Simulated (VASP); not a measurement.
Runs of VASP 6.6.1 on InP. The structure is that of space group Fm-3m (No. 225), or close to it. The cells are those of the table. 

| task | cell | k mesh | cutoff (eV) | gap on the mesh (eV) | pressure (GPa) | relaxed volume (Å³/atom) |
| --- | --- | --- | --- | --- | --- | --- |
| single point | a = 3.917 Å, angles 60.0°, 2 atoms | 18 × 18 × 18 | 520 | none | 0.0 | - |
| single point | a = 4.038 Å, angles 60.0°, 2 atoms | 6 × 6 × 6 | 520 | none | -5.1 | - |
| relaxation of cell and atoms | relaxed from a = 4.038 Å, angles 60.0°, 2 atoms | 6 × 6 × 6 | 600 | none | 0.0 | (a) |
| single point | a = 3.921 Å, angles 60.0°, 2 atoms | 6 × 6 × 6 | 520 | none | -0.1 | - |
| relaxation of cell and atoms | relaxed from a = 3.921 Å, angles 60.0°, 2 atoms | 18 × 18 × 18 | 600 | none | 0.1 | 21.24 |

Alike in all rows: level PBE; potentials or basis VASP PAW PBE potentials, release 64 (In_d, P); no spin polarisation; smearing gaussian 0.1 eV.

Problem. Estimate the missing entries.

Solution. (a) 21.30.

Caveats: spin-orbit coupling is left out, which moves the levels of the heavy elements; the cell stands under tension (at least some runs).

A k mesh can miss the band edges, and the runs leave out spin-orbit coupling on In.

A gap of «none» marks levels without a gap at the run's occupations.
